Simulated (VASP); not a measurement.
# Tl: single point with BLYP

Crystal: Tl.

```xyz
4
Lattice="3.6732 0.0000 0.0000 -1.8366 3.1811 0.0000 0.0000 0.0000 11.6232" Properties=species:S:1:pos:R:3 pbc="T T T"
Tl    0.0000    0.0000    0.0000
Tl    0.0000    0.0000    5.8116
Tl    0.0000    2.1207    2.9058
Tl    1.8366    1.0604    8.7174
```

This cell differs from its parent crystal: volume scaled by 0.96.

- Program: VASP 6.6.1
- Task: single point
- Functional: BLYP
- Potentials or basis: VASP PAW PBE potentials, release 64 (Tl_d)
- Cutoff: 520 eV
- k mesh: 11 × 11 × 3
- Occupations: fermi-dirac, width 0.1 eV
- Spin: no spin polarisation

* Pressure: 0.9 GPa
* Band gap on the k mesh: zero (band 26 reaches 8.33 eV, above the bottom of band 27 at 4.65 eV)

Stress tensor (GPa, compression positive):
```
0.82 0.00 0.00
0.00 0.82 0.00
0.00 0.00 0.92
```

Levels at points of the mesh, in eV from the Fermi level:
| k point | band 22 | band 23 | band 24 | band 25 | band 26 | band 27 | band 28 | band 29 |
| --- | --- | --- | --- | --- | --- | --- | --- | --- |
| (0.00, 0.00, 0.00) | -7.85 | -7.85 | -5.25 | -2.11 | 2.88 | 2.90 | 6.59 | 6.59 |

It took 2.1 min on 1 thread of Oxide Virtual Turin-like Processor, on a shared host, peak memory 0.26 GiB.

Caveat: the PAW data sets were made with another functional, which shifts forces and pressure a little; spin-orbit coupling is left out, which moves the levels of the heavy elements.
